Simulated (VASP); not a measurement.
Here is a VASP 6.6.1 calculation.

INCAR

```
SYSTEM = C
ALGO = Normal
EDIFF = 1E-6
EDIFFG = -0.008
ENCUT = 600
GGA = PS
IBRION = 2
ISIF = 3
ISMEAR = 0
LASPH = .True.
LCHARG = .False.
LREAL = .False.
LWAVE = .False.
NELM = 80
NSW = 70
PREC = Accurate
PSTRESS = 300.0
SIGMA = 0.01
```

File KPOINTS:

```
k-points
0
Gamma
  18 18 18
  0 0 0
```

File POSCAR:

```
C
1.0
    1.1840944096      0.6836372262      5.6996524238
   -1.1840944096      0.6836372262      5.6996524238
    0.0000000000     -1.3672744523      5.6996524238
C
4
Direct
    0.9193779402      0.9193779402      0.9193779402
    0.2525470985      0.2525470985      0.2525470985
    0.7474529015      0.7474529015      0.7474529015
    0.0806220598      0.0806220598      0.0806220598
```

Potentials or basis: VASP PAW PBE potentials, release 64 (C).

Command:

```bash
$ cat potpaw_PBE.64/C/POTCAR > POTCAR
$ mpirun -np 1 vasp_std > vasp.out
```

Q: Estimate the relaxed volume.

A: 6.83 Å³/atom.

Q: Estimate the space group after relaxing (to 0.1 Å).

A: R-3m (No. 166).

Q: Predict the relaxed cell.

A: a = 5.594 Å, b = 5.594 Å, c = 5.594 Å, α = 24.91°, β = 24.91°, γ = 24.91°.

Q: What does it give for the band gap on the k mesh?

A: Zero (bands 8 and 9 overlap by 0.35 eV).

Step by step:
| step | energy change (eV) | largest force (eV/Å) | pressure (GPa) | volume (Å³) |
| --- | --- | --- | --- | --- |
| 1 | 0.0000 | 0.0145 | 49.30 | 27.68 |
| 2 | -0.0494 | 0.0482 | -20.63 | 31.07 |
| 3 | -0.2993 | 0.0219 | 24.45 | 28.65 |
| 4 | -0.2900 | 0.0216 | 25.64 | 28.60 |
| 5 | -0.2144 | 0.0189 | 27.24 | 28.05 |
| 6 | -0.1102 | 0.0167 | 29.38 | 27.43 |
| 7 | -0.0951 | 0.0166 | 29.68 | 27.35 |
| 8 | -0.0998 | 0.0167 | 29.57 | 27.37 |
| 9 | -0.0889 | 0.0112 | 30.98 | 27.31 |
| 10 | -0.0969 | 0.0131 | 29.97 | 27.36 |
| 11 | -0.0955 | 0.0080 | 29.96 | 27.35 |
| 12 | -0.0936 | 0.0112 | 29.95 | 27.34 |
| 13 | -0.0905 | 0.0027 | 30.14 | 27.32 |

Caveat: the cell is relaxed towards a set pressure, so the run minimises the enthalpy, not the energy; this functional lacks dispersion, which binds layers or chains, so the pressure and a relaxed spacing across them are unreliable; the PAW data sets were made with another functional, which shifts forces and pressure a little.
